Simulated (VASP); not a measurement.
# Ru (P6_3/mmc) in VASP: notebook

Runs on Ru. Level: revPBE. Tasks: relaxation of cell and atoms, single point.

Program: VASP 6.6.1. These are calculated values, not measurements. Logs are shortened: lines on timing, memory, paths and dates and some standing lists are left out, and cuts for length are marked.

## 1. The cell of the first run

The structure is hexagonal, space group P6_3/mmc (No. 194). The conventional cell has a = 2.704 Å, b = 2.704 Å, c = 4.282 Å, α = 90.00°, β = 90.00°, γ = 120.00°. Ru (site symmetry -6m2) has 12 Ru at 2.65 to 2.70 Å within 3.5 Å.

## 2. Relaxation of cell and atoms, revPBE, collinear spin, ferromagnetic start

Contents of INCAR:

```
PREC = Accurate
ENCUT = 600
EDIFF = 1E-6
ISMEAR = -1
SIGMA = 0.05
LREAL = F
LASPH = T
NELM = 150
ALGO = Normal
ISIF = 3
LWAVE = F
LCHARG = F
ISPIN = 2
MAGMOM = 1 1
LORBIT = 11
LMAXMIX = 4
GGA = RE
IBRION = 2
NSW = 80
EDIFFG = -0.01
```

Contents of KPOINTS:

```
regular mesh
0
Gamma
  13 13 8
```

Contents of POSCAR:

```
Ru
1.0
    2.7038898633      0.0000000000      0.0000000000
   -1.3519449316      2.3416373106      0.0000000000
    0.0000000000      0.0000000000      4.2816800000
Ru
2
Direct
    0.3333333333      0.6666666667      0.2500000000
    0.6666666667      0.3333333333      0.7500000000
```

Potentials or basis: VASP PAW PBE potentials, release 64 (Ru_pv).

Started as:

```
$ cat potpaw_PBE.64/Ru_pv/POTCAR > POTCAR
$ mpirun -np 1 vasp_std > vasp.out
```

OUTCAR:

```text
PREC = Accurate
   ENCUT = 600
   EDIFF = 1E-6
   ISMEAR = -1
   LREAL = F
   LASPH = T
   NELM = 150
   ISIF = 3
   ISPIN = 2
   LORBIT = 11
   GGA = RE
   IBRION = 2
   NSW = 80
   EDIFFG = -0.01

 ion  position               nearest neighbor table
   1  0.333  0.667  0.250-   2 2.65   2 2.65   2 2.65   2 2.65   2 2.65   2 2.65
   2  0.667  0.333  0.750-   1 2.65   1 2.65   1 2.65   1 2.65   1 2.65   1 2.65

  LATTYP: Found a hexagonal cell.
 ALAT       =     2.7038898633
 C/A-ratio  =     1.5835260371

  Lattice vectors:

 A1 = (   2.7038898633,   0.0000000000,   0.0000000000)
 A2 = (  -1.3519449316,   2.3416373106,   0.0000000000)
 A3 = (   0.0000000000,   0.0000000000,   4.2816800000)

Analysis of symmetry for initial positions (statically):
=====================================================================
 Subroutine PRICEL returns:
 Original cell was already a primitive cell.

 Routine SETGRP: Setting up the symmetry group for a
 hexagonal supercell.

 Subroutine GETGRP returns: Found 24 space group operations
 (whereof 12 operations were pure point group operations)
 out of a pool of 24 trial point group operations.

The static configuration has the point symmetry D_3d.
 The point group associated with its full space group is D_6h.

Analysis of symmetry for dynamics (positions and initial velocities):
=====================================================================
 Subroutine PRICEL returns:
 Original cell was already a primitive cell.

 Routine SETGRP: Setting up the symmetry group for a
 hexagonal supercell.

 Subroutine GETGRP returns: Found 24 space group operations
 (whereof 12 operations were pure point group operations)
 out of a pool of 24 trial point group operations.

The dynamic configuration has the point symmetry D_3d.
 The point group associated with its full space group is D_6h.

Analysis of structural, dynamic, and magnetic symmetry:
=====================================================================
 Subroutine PRICEL returns:
 Original cell was already a primitive cell.

 Routine SETGRP: Setting up the symmetry group for a
 hexagonal supercell.

 Subroutine GETGRP returns: Found 24 space group operations
 (whereof 12 operations were pure point group operations)
[... 112 lines left out ...]
   TEBEG  =    0.0;   TEEND  =   0.0 temperature during run
   PSTRESS=    0.0 pullay stress
   NELECT =      28.0000    total number of electrons
   NUPDOWN=      -1.0000    fix difference up-down
   EMIN   =  10.00;   EMAX   =-10.00  energy-range for DOS
   EFERMI =   0.00;   METHOD = LEGACY
   ISMEAR =    -1;   SIGMA  =   0.05  broadening in eV -4-tet -1-fermi 0-gaus
   EFERMI_NEDOS =   21; number of points for ismear=-14 and -15
   IALGO  =     38    algorithm
   IMIX   =      4    mixing-type and parameters
     AMIX     =   0.40;   BMIX     =  1.00
     AMIX_MAG =   1.60;   BMIX_MAG =  1.00
  volume/ion in A,a.u.               =      13.55        91.47
  Fermi-wavevector in a.u.,A,eV,Ry     =   1.654829  3.127174 37.259015  2.738460
  Thomas-Fermi vector in A             =   2.743030
   LORBIT       =     11    0 simple, 1 ext, 2 COOP (PROOUT), +10 PAW based schemes
   GGA     = RE    functional components
   LHFCALC =     F    Hartree Fock is set to
   AEXX    =    0.0000 exact exchange contribution
   IVDW    =     0    specifies the selected vdW correction
   LEPSILON=     F    determine dielectric tensor
   LRPA    =     F    only Hartree local field effects (RPA)
 conjugate gradient relaxation of ions
 spin polarized calculation
  energy-cutoff  :      600.00
  volume of cell :       27.11
 maximum number of plane-waves:       929
 NGX is ok and might be reduce to    24
   NGX = 11   NGY = 11   NGZ = 17

--------------------------------------- Ionic step        1  -------------------------------------------

 number of electron      28.0000002 magnetization       0.0008172

 number of electron      28.0000002 magnetization      -0.0002438

 Free energy of the ion-electron system (eV)
  ---------------------------------------------------
  ext. energy  EPLUGINS =         0.00000000
  ---------------------------------------------------
  free energy    TOTEN  =       -17.43654624 eV

  energy without entropy =      -17.42322029  energy(sigma->0) =      -17.42988327

------------------------ aborting loop because EDIFF is reached ----------------------------------------

  FORCE on cell =-STRESS in cart. coord.  units (eV):
  Direction    XX          YY          ZZ          XY          YZ          ZX
  --------------------------------------------------------------------------------------
  -------------------------------------------------------------------------------------
  Total        1.5227213      1.5227213      1.0450586      0.0000000      0.0000000     -0.0000000
  in kB       89.9928870     89.9928870     61.7629986      0.0000000      0.0000000     -0.0000000
  external PRESSURE =      80.5829242 kB  Pullay stress =       0.0000000 kB
[... 175 lines left out ...]
--------------------------------------- Ionic step        6  -------------------------------------------

 number of electron      28.0000005 magnetization       0.0000000

 Free energy of the ion-electron system (eV)
  ---------------------------------------------------
  ext. energy  EPLUGINS =         0.00000000
  ---------------------------------------------------
  free energy    TOTEN  =       -17.45462434 eV

  energy without entropy =      -17.44104111  energy(sigma->0) =      -17.44783272

 E-fermi :  12.5089     XC(G=0): -13.9185

 val. band max:       12.5065076779   @ k =   0.2308   0.0769   0.2500
 cond. band min:      12.5420194280   @ k =   0.3077   0.1538   0.2500
 fundamental gap:      0.0355117502
 Fermi energy:        12.5088543931

 spin component 1

 k-point     1 :       0.0000    0.0000    0.0000
  band No.  band energies     occupation
      1     -31.1072      1.00000
      2     -30.2456      1.00000
      3     -30.2456      1.00000
      4     -30.0828      1.00000
      5     -30.0828      1.00000
      6     -30.0382      1.00000
[... 517 lines left out ...]
     18      16.6784      0.00000
     19      22.9783      0.00000

 [... further k-points ...]

 spin component 2

 k-point     1 :       0.0000    0.0000    0.0000
  band No.  band energies     occupation
      1     -31.1072      1.00000
      2     -30.2456      1.00000
      3     -30.2456      1.00000
      4     -30.0828      1.00000
      5     -30.0828      1.00000
      6     -30.0382      1.00000
[... 548 lines left out ...]
  FREE ENERGIE OF THE ION-ELECTRON SYSTEM (eV)
  ---------------------------------------------------
  free  energy   TOTEN  =       -17.4546243431 eV

  energy  without entropy=      -17.4410411066  energy(sigma->0) =      -17.44783272

 reached required accuracy - stopping structural energy minimisation

 total charge

# of ion       s       p       d       tot
------------------------------------------
    1        0.397   6.298   5.928  12.623
    2        0.397   6.298   5.928  12.623
--------------------------------------------------
tot          0.794  12.595  11.856  25.246

 magnetization (x)

# of ion       s       p       d       tot
------------------------------------------
    1       -0.000   0.000   0.000  -0.000
    2       -0.000   0.000   0.000  -0.000
--------------------------------------------------
tot         -0.000   0.000   0.000  -0.000
```

OSZICAR:

```text
N       E                     dE             d eps       ncg     rms          rms(c)
DAV:   1     0.309957681167E+03    0.30996E+03   -0.19219E+04  7988   0.182E+03
DAV:   2    -0.115987842332E+02   -0.32156E+03   -0.31396E+03  8331   0.505E+02
DAV:   3    -0.183903436491E+02   -0.67916E+01   -0.66721E+01  8678   0.798E+01
[... 49 lines left out ...]
       N       E                     dE             d eps       ncg     rms          rms(c)
DAV:   1    -0.174560303559E+02   -0.15890E-02   -0.54249E-02  8046   0.193E+00    0.233E-01
DAV:   2    -0.174548641199E+02    0.11662E-02   -0.16553E-03  8136   0.372E-01    0.947E-02
DAV:   3    -0.174546238308E+02    0.24029E-03   -0.74209E-04  9575   0.187E-01    0.214E-02
DAV:   4    -0.174546244828E+02   -0.65206E-06   -0.21029E-05  9537   0.528E-02    0.990E-03
DAV:   5    -0.174546243431E+02    0.13974E-06   -0.14866E-06  6436   0.867E-03
   6 F= -.17454624E+02 E0= -.17447833E+02  d E =-.343618E-03  mag=     0.0000
```

CONTCAR:

```text
Ru
   1.00000000000000
     2.7328075869635828    0.0000000000006191    0.0000000000000000
    -1.3664037934307205    2.3666807939102674   -0.0000000000000000
    -0.0000000000000000   -0.0000000000000000    4.2993215737480952
  Ru
     2
Direct
     0.3333333332999970    0.6666666667000030    0.2500000000000000
     0.6666666667000030    0.3333333332999970    0.7500000000000000

  0.00000000E+00  0.00000000E+00  0.00000000E+00
  0.00000000E+00  0.00000000E+00  0.00000000E+00
```

Wall time 3.9 min (1 thread of AMD EPYC 9R45 (Zen 5), shared host); peak memory 0.21 GiB.

Results:

- Free energy: -17.4546 eV
- Relaxed volume: 13.90 Å³/atom
- Relaxed cell: a = 2.733 Å, b = 2.733 Å, c = 4.299 Å, α = 90.00°, β = 90.00°, γ = 120.00°
- Space group after relaxing (to 0.1 Å): P6_3/mmc (No. 194)
- Energy gained by relaxing: 9.0 meV/atom
- Ionic steps: 6
- Pressure after relaxing: 0.0 GPa
- Band gap on the k mesh: zero (filled and empty bands overlap)
- Net moment: 0.00 μB per cell
- Valence electrons inside the program's atomic spheres: Ru 12.62

Step by step:
```tsv
step	energy change (eV)	largest force (eV/Å)	pressure (GPa)	volume (Å³)
1	0.0000	0.0000	8.06	27.11
2	0.1070	0.0000	-18.03	29.87
3	-0.0177	0.0000	-0.35	27.84
4	-0.0177	0.0000	-0.13	27.82
5	-0.0179	0.0000	0.11	27.80
6	-0.0181	0.0000	0.01	27.81
```

Final structure:
```
Ru
1.0
     2.73281    0.00000    0.00000
    -1.36640    2.36668    0.00000
     0.00000    0.00000    4.29932
Ru
2
Direct
  0.33333 0.66667 0.25000
  0.66667 0.33333 0.75000
```

Caveat: the PAW data sets were made with another functional, which shifts forces and pressure a little.

(Continued in part 2 of 2.)

The gap in the log of VASP goes by the Fermi energy; the results here count the filled bands.